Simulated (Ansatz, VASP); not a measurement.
**One calculation of O, two programs**

```
CELL_PARAMETERS angstrom
1.41859 0.81902 3.39690
-1.41859 0.81902 3.39690
0.00000 -1.63805 3.39690
ATOMIC_POSITIONS crystal
O 0.05770 0.05770 0.05770
O 0.94230 0.94230 0.94230
```

Change from the starting cell: volume scaled by 0.99.

Alike in both runs: task single point; functional PBEsol; k mesh 10 × 10 × 10; occupations fermi-dirac, width 0.02 eV; no spin polarisation.

|  | VASP | Ansatz |
| --- | --- | --- |
| version | VASP 6.6.1 | Ansatz 0.2.0 |
| potentials or method | VASP PAW PBE potentials, release 64 (O), cutoff 520 eV | all-electron LAPW, scalar-relativistic |

|  | VASP | Ansatz | Ansatz less VASP |
| --- | --- | --- | --- |
| pressure (GPa) | 7.1 | 2.9 | -4.24 |
| traceless stress, the component that is largest in VASP (GPa) | 32.13 | 22.97 | -9.161 |
| rms of the force components (eV/Å) | 2.507 | 1.494 | -1.0129 |

VASP's potentials were made for PBE, not for PBEsol. Atom by atom the forces differ by 1.013 eV/Å (rms over components). Ansatz ran all-electron here, and VASP with PAW potentials.

Noted on VASP's run: the standard files for N, O and F lose accuracy on very short bonds; spin is off for a triplet molecule.
